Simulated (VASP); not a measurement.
Cu: relaxation of cell and atoms with r2SCAN

Cu:

```
Cu
1.0
     0.00000    1.76461    1.76461
     1.76461    0.00000    1.76461
     1.76461    1.76461    0.00000
Cu
1
Direct
  0.00000 0.00000 0.00000
```

| Quantity | Value |
| --- | --- |
| Program | VASP 6.6.1 |
| Task | relaxation of cell and atoms |
| Functional | r2SCAN |
| Potentials or basis | VASP PAW PBE potentials, release 64 (Cu) |
| Cutoff | 600 eV |
| k mesh | 20 × 20 × 20 |
| Occupations | fermi-dirac, width 0.1 eV |
| Spin | no spin polarisation |
| Target pressure | 7.3 GPa |
| Dipole correction | no |
| Further INCAR settings | ALGO = Normal; EDIFF = 1e-06; IBRION = 2; EDIFFG = -0.002; NSW = 80; ISIF = 3 |

```
Relaxed volume                                         : 11.03 Å³/atom
Relaxed cell                                           : a = 2.498 Å, b = 2.498 Å, c = 2.498 Å, α = 60.00°, β = 60.00°, γ = 60.00°
Space group after relaxing (to 0.05 Å)                 : Fm-3m (No. 225)
Energy change on relaxing (the enthalpy is what falls) : -1.7 meV/atom
Ionic steps                                            : 11
Pressure after relaxing                                : 7.3 GPa
```

The path:
```
step  energy change (eV)  largest force (eV/Å)  pressure (GPa)  volume (Å³)
   1              0.0000                0.0000            7.76        10.99
   2             -0.0024                0.0000            6.94        11.04
   3             -0.0019                0.0000            7.26        11.03
   4             -0.0018                0.0000            7.66        11.03
   5             -0.0019                0.0000            6.95        11.03
   6             -0.0018                0.0000            7.22        11.03
   7             -0.0015                0.0000            7.44        11.02
   8             -0.0017                0.0000            7.40        11.02
   9             -0.0018                0.0000            7.11        11.03
  10             -0.0017                0.0000            7.27        11.03
  11             -0.0017                0.0000            7.32        11.03
```

Final structure:
```
Cu
1.0
     0.00000    1.76652    1.76652
     1.76652    0.00000    1.76652
     1.76652    1.76652    0.00000
Cu
1
Direct
  0.00000 0.00000 0.00000
```

Levels at points of the mesh, in eV from the Fermi level:
```csv
k point,band 3,band 4,band 5,band 6,band 7,band 8,band 9
"(0.00, 0.00, 0.00)",-3.36,-3.36,-2.45,-2.45,23.95,27.54,27.54
"(0.50, 0.00, 0.00)",-3.41,-1.80,-1.80,-1.26,4.34,22.42,24.27
"(0.50, 0.50, 0.00)",-1.84,-1.63,-1.63,1.54,7.93,14.33,14.33
```

It used 610 s of CPU time on 1 thread of AMD EPYC 7R13 Processor (Zen 3) (shared host).

Caveat: the cell is relaxed towards a set pressure, so the enthalpy falls and the energy may rise; the PAW data sets were made with another functional, which shifts forces and pressure a little. Zero-point motion and thermal expansion aren't in these numbers.
